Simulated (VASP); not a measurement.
# P in VASP: notebook

P is run at these levels: PBE+D3(BJ); tasks: single point.

Everything below comes from runs of VASP 6.6.1. Logs are shortened: lines on timing, memory, paths and dates and some standing lists are left out, and cuts for length are marked.

**1. The cell of the first run**

The cell holds a slab with vacuum, 2 atoms: a = 3.261 Å, b = 3.261 Å, c = 28.000 Å, α = 90.00°, β = 90.00°, γ = 120.00°.

**2. Single point, PBE+D3(BJ)**

The input, INCAR:

```
SYSTEM = P
PREC = Accurate
ENCUT = 520
EDIFF = 1E-6
ISMEAR = 0
SIGMA = 0.02
LREAL = .FALSE.
LASPH = .TRUE.
NELM = 80
ALGO = Normal
ISIF = 2
LWAVE = .FALSE.
LCHARG = .FALSE.
LDIPOL = .TRUE.
IDIPOL = 3
DIPOL = 0.5 0.5 0.500
GGA = PE
IVDW = 12
NBANDS = 12
```

The input, KPOINTS:

```
Automatic mesh
0
G
  9 9 1
  0 0 0
```

The input, POSCAR:

```
P
1.0
    3.2610000000      0.0000000000      0.0000000000
   -1.6305000000      2.8241088418      0.0000000000
    0.0000000000      0.0000000000     28.0000000000
P
2
Direct
    0.3333333333      0.6666666667      0.5143035714
    0.6666666667      0.3333333333      0.4856964286
```

Potentials or basis: VASP PAW PBE potentials, release 64 (P).

Launch:

```bash
> cat potpaw_PBE.64/P/POTCAR > POTCAR
> mpirun -np 1 vasp_std > vasp.out
```

OUTCAR:

```text
SYSTEM = P
   PREC = Accurate
   ENCUT = 520
   EDIFF = 1E-6
   ISMEAR = 0
   LREAL = .FALSE.
   LASPH = .TRUE.
   NELM = 80
   ISIF = 2
   GGA = PE
   IVDW = 12
 IVDW          = 12

 ion  position               nearest neighbor table
   1  0.333  0.667  0.514-   2 2.05   2 2.05   2 2.05
   2  0.667  0.333  0.486-   1 2.05   1 2.05   1 2.05

  LATTYP: Found a hexagonal cell.
 ALAT       =     3.2610000000
 C/A-ratio  =     8.5863232137

  Lattice vectors:

 A1 = (   3.2610000000,   0.0000000000,   0.0000000000)
 A2 = (  -1.6305000000,   2.8241088418,   0.0000000000)
 A3 = (   0.0000000000,   0.0000000000,  28.0000000000)

Analysis of symmetry for initial positions (statically):
=====================================================================
 Subroutine PRICEL returns:
 Original cell was already a primitive cell.

 Routine SETGRP: Setting up the symmetry group for a
 hexagonal supercell.

 Subroutine GETGRP returns: Found 12 space group operations
 (whereof 12 operations were pure point group operations)
 out of a pool of 24 trial point group operations.

The static configuration has the point symmetry D_3d.

Analysis of symmetry for dynamics (positions and initial velocities):
=====================================================================
 Subroutine PRICEL returns:
 Original cell was already a primitive cell.

 Routine SETGRP: Setting up the symmetry group for a
 hexagonal supercell.

 Subroutine GETGRP returns: Found 12 space group operations
 (whereof 12 operations were pure point group operations)
 out of a pool of 24 trial point group operations.

The dynamic configuration has the point symmetry D_3d.

 Subroutine INISYM returns: Found 12 space group operations
 (whereof 12 operations are pure point group operations),
 and found     1 'primitive' translations

----------------------------------------------------------------------------------------

                                     Primitive cell

  volume of cell :     257.8637

  direct lattice vectors                    reciprocal lattice vectors
     3.261000000  0.000000000  0.000000000     0.306654400  0.177047001  0.000000000
    -1.630500000  2.824108842  0.000000000     0.000000000  0.354094001  0.000000000
     0.000000000  0.000000000 28.000000000     0.000000000  0.000000000  0.035714286

  length of vectors
     3.261000000  3.261000000 28.000000000     0.354094001  0.354094001  0.035714286

  position of ions in fractional coordinates (direct lattice)
     0.333333333  0.666666667  0.514303571
[... 83 lines left out ...]
   IMIX   =      4    mixing-type and parameters
     AMIX     =   0.40;   BMIX     =  1.00
     AMIX_MAG =   1.60;   BMIX_MAG =  1.00
  volume/ion in A,a.u.               =     128.93       870.08
  Fermi-wavevector in a.u.,A,eV,Ry     =   0.554130  1.047153  4.177801  0.307060
  Thomas-Fermi vector in A             =   1.587302
   LORBIT       =      0    0 simple, 1 ext, 2 COOP (PROOUT), +10 PAW based schemes
   GGA     = PE    functional components
   LHFCALC =     F    Hartree Fock is set to
   AEXX    =    0.0000 exact exchange contribution
   IVDW    =    12    specifies the selected vdW correction
   LEPSILON=     F    determine dielectric tensor
   LRPA    =     F    only Hartree local field effects (RPA)
 non-spin polarized calculation
 Gauss-broadening in eV      SIGMA  =   0.02
  energy-cutoff  :      520.00
  volume of cell :      257.86
 maximum number of plane-waves:      7008
   NGX = 13   NGY = 13   NGZ =105

 number of electron      10.0000000 magnetization

 dipolmoment           0.000000      0.000000      0.000000 electrons x Angstroem

 number of electron       9.9999998 magnetization

 dipolmoment           0.000000      0.000000     -0.000000 electrons x Angstroem

 Free energy of the ion-electron system (eV)
  ---------------------------------------------------
  ext. energy  EPLUGINS =         0.00000000
  ---------------------------------------------------
  free energy    TOTEN  =        -9.31393397 eV

  energy without entropy =       -9.31215360  energy(sigma->0) =       -9.31304378

 E-fermi :  -3.3390     XC(G=0):  -1.8225

 val. band max:       -3.3514316538   @ k =   0.3333   0.0000   0.0000
 cond. band min:      -3.3325828738   @ k =   0.2222   0.0000   0.0000
 fundamental gap:      0.0188487800
 Fermi energy:        -3.3389704143

 k-point     1 :       0.0000    0.0000    0.0000
  band No.  band energies     occupation
      1     -20.3249      2.00000
      2     -10.2687      2.00000
      3      -6.9099      2.00000
      4      -6.9099      2.00000
      5      -3.4395      2.00000
      6      -1.7692      0.00000
      7      -1.6619      0.00000
      8      -1.6619      0.00000
      9       1.0199      0.00000
     10       1.4794      0.00000
     11       1.8105      0.00000
     12       1.9964      0.00000
[... 151 lines left out ...]
 k-point    12 :       0.3333    0.3333    0.0000
  band No.  band energies     occupation
      1     -15.7356      2.00000
      2     -15.7356      2.00000
      3     -11.7377      2.00000
      4      -5.9263      2.00000
      5      -5.9263      2.00000
      6      -1.2177      0.00000
      7       2.2346      0.00000
      8       3.0966      0.00000
      9       3.0966      0.00000
     10       3.4914      0.00000
     11       3.4914      0.00000
     12       5.7988      0.00000

------------------------ aborting loop because EDIFF is reached ----------------------------------------

 vacuum level on the upper side and lower side of the slab       (xc-potential included)        -0.007        -0.007

 Edisp (eV)   -0.43646

 E8    (eV) :    -0.1784

  FORCE on cell =-STRESS in cart. coord.  units (eV):
  Direction    XX          YY          ZZ          XY          YZ          ZX
  --------------------------------------------------------------------------------------
  -------------------------------------------------------------------------------------
  Total       5.73798     5.73798     3.81237     0.00000     0.00000     0.00000
  in kB      35.65160    35.65160    23.68727     0.00000     0.00000     0.00000
  external pressure =       31.66 kB  Pullay stress =        0.00 kB

 VOLUME and BASIS-vectors are now :
 -----------------------------------------------------------------------------
  energy-cutoff  :      520.00
  volume of cell :      257.86
      direct lattice vectors                 reciprocal lattice vectors
     3.261000000  0.000000000  0.000000000     0.306654400  0.177047001  0.000000000
    -1.630500000  2.824108842  0.000000000     0.000000000  0.354094001  0.000000000
     0.000000000  0.000000000 28.000000000     0.000000000  0.000000000  0.035714286

 POSITION                                       TOTAL-FORCE (eV/Angst)
 -----------------------------------------------------------------------------------
     -0.00000      1.88274     14.40050         0.000000      0.000000      4.772357
      1.63050      0.94137     13.59950         0.000000     -0.000000     -4.772357
 -----------------------------------------------------------------------------------
    total drift:                               -0.000000     -0.000000     -0.000000

  FREE ENERGIE OF THE ION-ELECTRON SYSTEM (eV)
  ---------------------------------------------------
  free  energy   TOTEN  =        -9.7503919346 eV

  energy  without entropy=       -9.7486115676  energy(sigma->0) =       -9.74950175

 vacuum level on the upper side and lower side of the slab         1.667         1.667
```

OSZICAR:

```text
N       E                     dE             d eps       ncg     rms          rms(c)
DAV:   1     0.706805321074E+02    0.70681E+02   -0.30154E+03   288   0.543E+02
DAV:   2    -0.291750203682E+01   -0.73598E+02   -0.66607E+02   460   0.981E+01
DAV:   3    -0.936629336870E+01   -0.64488E+01   -0.62895E+01   388   0.391E+01
[... 12 lines left out ...]
DAV:  16    -0.931391816509E+01   -0.27259E-05   -0.13430E-07   428   0.139E-03    0.125E-03
DAV:  17    -0.931392904816E+01   -0.10883E-04   -0.46639E-07   368   0.120E-03    0.572E-04
DAV:  18    -0.931393072017E+01   -0.16720E-05   -0.51745E-08   392   0.545E-04    0.209E-04
DAV:  19    -0.931393360231E+01   -0.28821E-05   -0.92827E-08   352   0.492E-04    0.253E-04
DAV:  20    -0.931393396780E+01   -0.36549E-06   -0.25635E-09   300   0.119E-04
   1 F= -.97503919E+01 E0= -.97495018E+01  d E =-.178037E-02
```

Run time: 56 s. Hardware: 1 thread of Intel Xeon 6975P-C, shared host; peak memory 0.34 GiB.

What came out:

```yaml
Free_energy: -9.7504 eV
Largest_force: 4.772 eV/Å
Band_gap_on_the_k_mesh: zero (band 5 reaches -3.27 eV, above the bottom of band 6 at -3.82 eV)
Dispersion_energy_per_atom: -0.218 eV
```

Forces on the atoms (eV/Å):
```
P    0.000  0.000  4.772
P    0.000  0.000 -4.772
```

**3. Single point, PBE+D3(BJ)**

Edit INCAR of step 2 so:

```diff
@@ -3,3 +3,3 @@
 ENCUT = 520
-EDIFF = 1E-6
+EDIFF = 1E-7
 ISMEAR = 0
@@ -8,3 +8,3 @@
 LASPH = .TRUE.
-NELM = 80
+NELM = 100
 ALGO = Normal
```

The input, KPOINTS:

```
regular mesh
0
G
  9 9 1
  0 0 0
```

The input, POSCAR:

```
P
1.0
    3.2610000000      0.0000000000      0.0000000000
   -1.6305000000      2.8241088418      0.0000000000
    0.0000000000      0.0000000000     28.0000000000
P
2
Direct
    0.3333333333      0.6666666667      0.5238214286
    0.6666666667      0.3333333333      0.4761785714
```

Potentials or basis: VASP PAW PBE potentials, release 64 (P).

Launch:

```bash
> cat potpaw_PBE.64/P/POTCAR > POTCAR
> mpirun -np 1 vasp_std > vasp.out
```

Run time: 68 s. Hardware: 1 thread of Intel Xeon 6975P-C, shared host; peak memory 0.34 GiB.

Results (log left out):

```yaml
Free_energy: -11.0824 eV
Largest_force: 1.508 eV/Å
Band_gap_on_the_k_mesh: 1.44 eV, indirect (least direct gap 2.48 eV)
Dispersion_energy_per_atom: -0.211 eV
```

Forces in eV/Å, atoms in the order of the input:
```
P    0.000  0.000 -1.508
P    0.000  0.000  1.508
```

Levels at points of the mesh, in eV from the valence-band top:
| k point | band 3 | band 4 | band 5 | band 6 | band 7 | band 8 |
| --- | --- | --- | --- | --- | --- | --- |
| (0.00, 0.00, 0.00) | -1.22 | 0.00 | 0.00 | 3.71 | 3.71 | 3.77 |

**4. Single point, PBE+D3(BJ)**

The input, INCAR:

```
SYSTEM = P
ALGO = Normal
DIPOL = 0.5 0.5 0.500
EDIFF = 1E-7
ENCUT = 520
GGA = PE
IDIPOL = 3
ISIF = 2
ISMEAR = 0
IVDW = 12
LASPH = .True.
LCHARG = .False.
LDIPOL = .True.
LREAL = .False.
LWAVE = .False.
NBANDS = 12
NELM = 60
PREC = Accurate
SIGMA = 0.02
```

The input, KPOINTS:

```
k-points
0
Gamma
  9 9 1
  0 0 0
```

The input, POSCAR:

```
P
1.0
    3.2610000000      0.0000000000      0.0000000000
   -1.6305000000      2.8241088418      0.0000000000
    0.0000000000      0.0000000000     28.0000000000
P
2
Direct
    0.3333333333      0.6666666667      0.5333571429
    0.6666666667      0.3333333333      0.4666428571
```

Launch:

```bash
> cat potpaw_PBE.64/P/POTCAR > POTCAR
> mpirun -np 1 vasp_std > vasp.out
```

It took 67 s on 1 thread of Intel Xeon 6975P-C, shared host; peak memory 0.34 GiB.

It converged, with:

| Property | Result |
| --- | --- |
| Free energy | -9.0932 eV |
| Largest force | 4.050 eV/Å |
| Band gap on the k mesh | zero (band 5 reaches -1.56 eV, above the bottom of band 6 at -3.42 eV) |
| Dispersion energy per atom | -0.202 eV |

Forces on the atoms (eV/Å):
```
P    0.000  0.000 -4.050
P    0.000  0.000  4.050
```

Levels at points of the mesh, in eV from the Fermi level:
| k point | band 3 | band 4 | band 5 | band 6 | band 7 | band 8 |
| --- | --- | --- | --- | --- | --- | --- |
| (0.00, 0.00, 0.00) | -3.06 | 1.31 | 1.31 | 2.08 | 3.20 | 3.20 |
